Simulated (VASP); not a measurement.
Set up this calculation in VASP 6.6.1, as the native input.

| Item | Value |
| --- | --- |
| Task | single point |
| Functional | PBEsol |
| Potentials or basis | VASP PAW PBE potentials, release 64 (Cs_sv, Sn_d, I) |
| Cutoff | 520 eV |
| k mesh | 6 × 6 × 6 |
| Occupations | gaussian, width 0.03 eV |
| Spin | no spin polarisation |
| Dipole correction | no |
| Further INCAR settings | ALGO = Normal; EDIFF = 1e-06; NBANDS = 30 |

The structure of CsSnI3 lies in POSCAR:

```
CsSnI3
1.0
    6.2057000000      0.0000000000      0.0000000000
    0.0000000000      6.2057000000      0.0000000000
    0.0000000000      0.0000000000      6.2057000000
Cs Sn I
1 1 3
Direct
   -0.0113944725     -0.0113944725     -0.0161142176
    0.5000000000      0.5000000000      0.5000000000
    0.0000000000      0.5000000000      0.5000000000
    0.5000000000      0.0000000000      0.5000000000
    0.5000000000      0.5000000000      0.0000000000
```

This cell differs from its parent crystal: -0.100) A along [1 1 0] and z.

These files were run (other wordings do the same):

INCAR

```
PREC = Accurate
ENCUT = 520
EDIFF = 1E-6
ISMEAR = 0
SIGMA = 0.03
LREAL = F
LASPH = T
NELM = 60
ALGO = Normal
ISIF = 2
LWAVE = F
LCHARG = F
GGA = PS
NBANDS = 30
```

KPOINTS

```
regular mesh
0
Gamma
  6 6 6
```

Potentials or basis: VASP PAW PBE potentials, release 64 (Cs_sv, Sn_d, I).

Run with:

```sh
$ cat potpaw_PBE.64/Cs_sv/POTCAR potpaw_PBE.64/Sn_d/POTCAR potpaw_PBE.64/I/POTCAR > POTCAR
$ mpirun -np 1 vasp_std > vasp.out
```

Results of the run:

```
Pressure               : -0.5 GPa
Largest force          : 0.009 eV/Å
Band gap on the k mesh : 0.26 eV
```

Caveat: the cell differs from its parent crystal (-0.100) A along [1 1 0] and z); semilocal functionals underestimate gaps, and a narrow one can read as zero; the PAW data sets were made with another functional, which shifts forces and pressure a little; spin-orbit coupling is left out, which moves the levels of the heavy elements.

Run time: 12 min on 1 thread of Intel Xeon 8259CL (shared host), peak memory 0.65 GiB.
